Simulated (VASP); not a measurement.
# CaO in VASP: single point with PBEsol

Aim: the single point of CaO with PBEsol.

Everything below comes from runs of VASP 6.6.1. Logs are shortened: lines on timing, memory, paths and dates and some standing lists are left out, and cuts for length are marked.

### Step 1. The cell of the first run

The typed cell holds 8 atoms: a = 4.767 Å, b = 4.767 Å, c = 4.767 Å, α = 90.00°, β = 90.00°, γ = 90.00°.

### Step 2. Single point, PBEsol

Input file INCAR:

```
ALGO = Normal
EDIFF = 1E-6
ENCUT = 520
GGA = PS
ISIF = 2
ISMEAR = -1
LASPH = True
LCHARG = False
LREAL = False
LWAVE = False
NBANDS = 42
NELM = 80
PREC = Accurate
SIGMA = 0.03
```

Input file KPOINTS:

```
k-points
0
Gamma
  4 4 4
```

Input file POSCAR:

```
CaO
1.0
    4.7670951645      0.0000000000      0.0000000000
    0.0000000000      4.7670951645      0.0000000000
    0.0000000000      0.0000000000      4.7670951645
Ca O
4 4
Direct
    0.7499872720      0.7500127280      0.2499872720
    0.7500127280      0.2499872720      0.7499872720
    0.2499872720      0.7499872720      0.7500127280
    0.2500127280      0.2500127280      0.2500127280
    0.2499892563      0.2500107437      0.7499892563
    0.2500107437      0.7499892563      0.2499892563
    0.7499892563      0.2499892563      0.2500107437
    0.7500107437      0.7500107437      0.7500107437
```

Potentials or basis: VASP PAW PBE potentials, release 64 (Ca_sv, O).

Launch:

```sh
> cat potpaw_PBE.64/Ca_sv/POTCAR potpaw_PBE.64/O/POTCAR > POTCAR
> mpirun -np 1 vasp_std > vasp.out
```

OUTCAR:

```text
EDIFF = 1E-6
   ENCUT = 520
   GGA = PS
   ISIF = 2
   ISMEAR = -1
   LASPH = True
   LREAL = False
   NELM = 80
   PREC = Accurate

 ion  position               nearest neighbor table
   1  0.750  0.750  0.250-   6 2.38   7 2.38   8 2.38   8 2.38   6 2.38   7 2.38
   2  0.750  0.250  0.750-   5 2.38   7 2.38   8 2.38   7 2.38   8 2.38   5 2.38
   3  0.250  0.750  0.750-   5 2.38   6 2.38   8 2.38   5 2.38   8 2.38   6 2.38
   4  0.250  0.250  0.250-   5 2.38   6 2.38   7 2.38   5 2.38   6 2.38   7 2.38
   5  0.250  0.250  0.750-   2 2.38   3 2.38   4 2.38   4 2.38   2 2.38   3 2.38
   6  0.250  0.750  0.250-   1 2.38   3 2.38   4 2.38   3 2.38   4 2.38   1 2.38
   7  0.750  0.250  0.250-   1 2.38   2 2.38   4 2.38   1 2.38   4 2.38   2 2.38
   8  0.750  0.750  0.750-   1 2.38   2 2.38   3 2.38   1 2.38   2 2.38   3 2.38

  LATTYP: Found a simple cubic cell.
 ALAT       =     4.7670951645

  Lattice vectors:

 A1 = (   4.7670951645,   0.0000000000,   0.0000000000)
 A2 = (   0.0000000000,   4.7670951645,   0.0000000000)
 A3 = (   0.0000000000,   0.0000000000,   4.7670951645)

Analysis of symmetry for initial positions (statically):
=====================================================================
 Subroutine PRICEL returns:
 Original cell was already a primitive cell.

 Routine SETGRP: Setting up the symmetry group for a
 simple cubic supercell.

 Subroutine GETGRP returns: Found 12 space group operations
 (whereof  3 operations were pure point group operations)
 out of a pool of 48 trial point group operations.

The static configuration has the point symmetry C_3 .
 The point group associated with its full space group is T   .

Analysis of symmetry for dynamics (positions and initial velocities):
=====================================================================
 Subroutine PRICEL returns:
 Original cell was already a primitive cell.

 Routine SETGRP: Setting up the symmetry group for a
 simple cubic supercell.

 Subroutine GETGRP returns: Found 12 space group operations
 (whereof  3 operations were pure point group operations)
 out of a pool of 48 trial point group operations.

The dynamic configuration has the point symmetry C_3 .
 The point group associated with its full space group is T   .

 Subroutine INISYM returns: Found 12 space group operations
 (whereof  3 operations are pure point group operations),
 and found     1 'primitive' translations

----------------------------------------------------------------------------------------

                                     Primitive cell

  volume of cell :     108.3332

  direct lattice vectors                    reciprocal lattice vectors
     4.767095164  0.000000000  0.000000000     0.209771352  0.000000000  0.000000000
     0.000000000  4.767095164  0.000000000     0.000000000  0.209771352  0.000000000
     0.000000000  0.000000000  4.767095164     0.000000000  0.000000000  0.209771352

  length of vectors
     4.767095164  4.767095164  4.767095164     0.209771352  0.209771352  0.209771352

  position of ions in fractional coordinates (direct lattice)
     0.749987272  0.750012728  0.249987272
     0.750012728  0.249987272  0.749987272
     0.249987272  0.749987272  0.750012728
     0.250012728  0.250012728  0.250012728
     0.249989256  0.250010744  0.749989256
     0.250010744  0.749989256  0.249989256
     0.749989256  0.249989256  0.250010744
     0.750010744  0.750010744  0.750010744

  ion indices of the primitive-cell ions
   primitive index   ion index
                 1           1
                 2           2
                 3           3
                 4           4
                 5           5
                 6           6
                 7           7
                 8           8

----------------------------------------------------------------------------------------

 KPOINTS: k-points

Automatic generation of k-mesh.
 Grid dimensions read from file:
 generate k-points for:    4    4    4

 Generating k-lattice:

  Cartesian coordinates                     Fractional coordinates (reciprocal lattice)
     0.052442838  0.000000000  0.000000000     0.250000000  0.000000000  0.000000000
     0.000000000  0.052442838  0.000000000     0.000000000  0.250000000  0.000000000
     0.000000000  0.000000000  0.052442838     0.000000000  0.000000000  0.250000000

  Length of vectors
     0.052442838  0.052442838  0.052442838

  Shift w.r.t. Gamma in fractional coordinates (k-lattice)
     0.000000000  0.000000000  0.000000000

 Subroutine IBZKPT returns following result:
 ===========================================

 Found     11 irreducible k-points:

 Following reciprocal coordinates:
            Coordinates               Weight
  0.000000  0.000000  0.000000      1.000000
  0.250000  0.000000  0.000000      6.000000
  0.500000  0.000000  0.000000      3.000000
  0.250000  0.250000  0.000000     12.000000
  0.500000  0.250000  0.000000      6.000000
 -0.250000  0.500000  0.000000      6.000000
  0.500000  0.500000  0.000000      3.000000
  0.250000  0.250000  0.250000      8.000000
  0.500000  0.250000  0.250000     12.000000
  0.500000  0.500000  0.250000      6.000000
  0.500000  0.500000  0.500000      1.000000
   k-points           NKPTS =     11   k-points in BZ     NKDIM =     11   number of bands    NBANDS=     42
   number of dos      NEDOS =    301   number of ions     NIONS =      8
   total plane-waves  NPLWV =  46656
   dimension x,y,z NGX =    36 NGY =   36 NGZ =   36
   dimension x,y,z NGXF=    72 NGYF=   72 NGZF=   72
   ions per type =               4   4
   NGX,Y,Z   is equivalent  to a cutoff of  12.55, 12.55, 12.55 a.u.
   NGXF,Y,Z  is equivalent  to a cutoff of  25.11, 25.11, 25.11 a.u.
 SYSTEM =  unknown system
   PREC   = accura    normal or accurate (medium, high low for compatibility)
   ISTART =      0    job   : 0-new  1-cont  2-samecut
   ICHARG =      2    charge: 1-file 2-atom 10-const
   ISPIN  =      1    spin polarized calculation?
   LNONCOLLINEAR =      F non collinear calculations
   LSORBIT =      F    spin-orbit coupling
   LASPH  =      T    aspherical Exc in radial PAW
   ENCUT  =  520.0 eV  38.22 Ry    6.18 a.u.   8.86  8.86  8.86*2*pi/ulx,y,z
   NELM   =     80;   NELMIN=  2; NELMDL= -5     # of ELM steps
   EDIFF  = 0.1E-05   stopping-criterion for ELM
   LREAL  =      F    real-space projection
   EDIFFG = 0.1E-04   stopping-criterion for IOM
   NSW    =      0    number of steps for IOM
   IBRION =     -1    ionic relax: 0-MD 1-quasi-New 2-CG
   NFREE  =      0    steps in history (QN), initial steepest desc. (CG)
   ISIF   =      2    stress and relaxation
   ISYM   =      2    0-nonsym 1-usesym 2-fastsym
   POTIM  = 0.5000    time-step for ionic-motion
   TEBEG  =    0.0;   TEEND  =   0.0 temperature during run
   PSTRESS=    0.0 pullay stress
   NELECT =      64.0000    total number of electrons
   NUPDOWN=      -1.0000    fix difference up-down
   EMIN   =  10.00;   EMAX   =-10.00  energy-range for DOS
   EFERMI =   0.00;   METHOD = LEGACY
   ISMEAR =    -1;   SIGMA  =   0.03  broadening in eV -4-tet -1-fermi 0-gaus
   EFERMI_NEDOS =   21; number of points for ismear=-14 and -15
   IALGO  =     38    algorithm
   IMIX   =      4    mixing-type and parameters
     AMIX     =   0.40;   BMIX     =  1.00
     AMIX_MAG =   1.60;   BMIX_MAG =  1.00
  volume/ion in A,a.u.               =      13.54        91.38
  Fermi-wavevector in a.u.,A,eV,Ry     =   1.373666  2.595851 25.673608  1.886957
  Thomas-Fermi vector in A             =   2.499162
   LORBIT       =      0    0 simple, 1 ext, 2 COOP (PROOUT), +10 PAW based schemes
   GGA     = PS    functional components
   LHFCALC =     F    Hartree Fock is set to
   AEXX    =    0.0000 exact exchange contribution
   IVDW    =     0    specifies the selected vdW correction
   LEPSILON=     F    determine dielectric tensor
   LRPA    =     F    only Hartree local field effects (RPA)
 non-spin polarized calculation
  energy-cutoff  :      520.00
  volume of cell :      108.33
 maximum number of plane-waves:      2968
   NGX = 17   NGY = 17   NGZ = 17

 number of electron      63.9999957 magnetization

 Free energy of the ion-electron system (eV)
  ---------------------------------------------------
  ext. energy  EPLUGINS =         0.00000000
  ---------------------------------------------------
  free energy    TOTEN  =       -53.64167648 eV

  energy without entropy =      -53.64167648  energy(sigma->0) =      -53.64167648

 E-fermi :   3.0739     XC(G=0): -10.8590

 val. band max:        2.3360235455   @ k =   0.0000   0.0000   0.0000
 cond. band min:       5.8577271997   @ k =   0.0000   0.0000   0.0000
 fundamental gap:      3.5217036542
 Fermi energy:         3.0739150595

 k-point     1 :       0.0000    0.0000    0.0000
  band No.  band energies     occupation
      1     -34.9519      2.00000
      2     -34.7971      2.00000
      3     -34.7971      2.00000
      4     -34.7971      2.00000
      5     -16.4525      2.00000
      6     -16.4525      2.00000
[... 34 lines left out ...]
     41      10.1668      0.00000
     42      10.5634      0.00000

 k-point     2 :       0.2500    0.0000    0.0000
  band No.  band energies     occupation
      1     -34.9289      2.00000
      2     -34.8194      2.00000
      3     -34.7965      2.00000
      4     -34.7965      2.00000
      5     -16.4762      2.00000
      6     -16.3920      2.00000
[... 34 lines left out ...]
     41      10.3280      0.00000
     42      10.7683      0.00000

 k-point     3 :       0.5000    0.0000    0.0000
  band No.  band energies     occupation
      1     -34.8739      2.00000
      2     -34.8739      2.00000
      3     -34.7958      2.00000
      4     -34.7958      2.00000
      5     -16.3772      2.00000
      6     -16.3772      2.00000
[... 312 lines left out ...]
      4     -34.8330      2.00000
      5     -16.9050      2.00000
      6     -16.9050      2.00000
[... 34 lines left out ...]
     41      10.5636      0.00000
     42      10.5638      0.00000

 k-point    11 :       0.5000    0.5000    0.5000
  band No.  band energies     occupation
      1     -34.8323      2.00000
      2     -34.8323      2.00000
      3     -34.8323      2.00000
      4     -34.8323      2.00000
      5     -17.0468      2.00000
      6     -17.0468      2.00000
[... 34 lines left out ...]
     41      10.8558      0.00000
     42      10.8560      0.00000

------------------------ aborting loop because EDIFF is reached ----------------------------------------

  FORCE on cell =-STRESS in cart. coord.  units (eV):
  Direction    XX          YY          ZZ          XY          YZ          ZX
  --------------------------------------------------------------------------------------
  -------------------------------------------------------------------------------------
  Total        0.4512024      0.4512024      0.4512024     -0.0000000      0.0000000      0.0000000
  in kB        6.6729904      6.6729904      6.6729904     -0.0000000      0.0000000      0.0000000
  external PRESSURE =       6.6729904 kB  Pullay stress =       0.0000000 kB

 VOLUME and BASIS-vectors are now :
 -----------------------------------------------------------------------------
  energy-cutoff  :      520.00
  volume of cell :      108.33
      direct lattice vectors                 reciprocal lattice vectors
     4.767095164  0.000000000  0.000000000     0.209771352  0.000000000  0.000000000
     0.000000000  4.767095164  0.000000000     0.000000000  0.209771352  0.000000000
     0.000000000  0.000000000  4.767095164     0.000000000  0.000000000  0.209771352

 POSITION                                       TOTAL-FORCE (eV/Angst)
 -----------------------------------------------------------------------------------
      3.57526      3.57538      1.19171         0.000525     -0.000525      0.000525
      3.57538      1.19171      3.57526        -0.000525      0.000525      0.000525
      1.19171      3.57526      3.57538         0.000525      0.000525     -0.000525
      1.19183      1.19183      1.19183        -0.000525     -0.000525     -0.000525
      1.19172      1.19183      3.57527         0.000356     -0.000356      0.000356
      1.19183      3.57527      1.19172        -0.000356      0.000356      0.000356
      3.57527      1.19172      1.19183         0.000356      0.000356     -0.000356
      3.57537      3.57537      3.57537        -0.000356     -0.000356     -0.000356
 -----------------------------------------------------------------------------------
    total drift:                                0.000000      0.000000      0.000000

  FREE ENERGIE OF THE ION-ELECTRON SYSTEM (eV)
  ---------------------------------------------------
  free  energy   TOTEN  =       -53.6416764759 eV

  energy  without entropy=      -53.6416764759  energy(sigma->0) =      -53.64167648
```

Run time: 45 s. Hardware: 1 thread of Intel Xeon Platinum 8259CL at 2.50GHz (Skylake/Cascade Lake), shared host; peak memory 0.21 GiB.

What came out:

```
Free energy            : -53.6417 eV
Pressure               : 0.7 GPa
Band gap on the k mesh : 3.52 eV
```

Caveat: the PAW data sets were made with another functional, which shifts forces and pressure a little. A k mesh can miss the band edges.
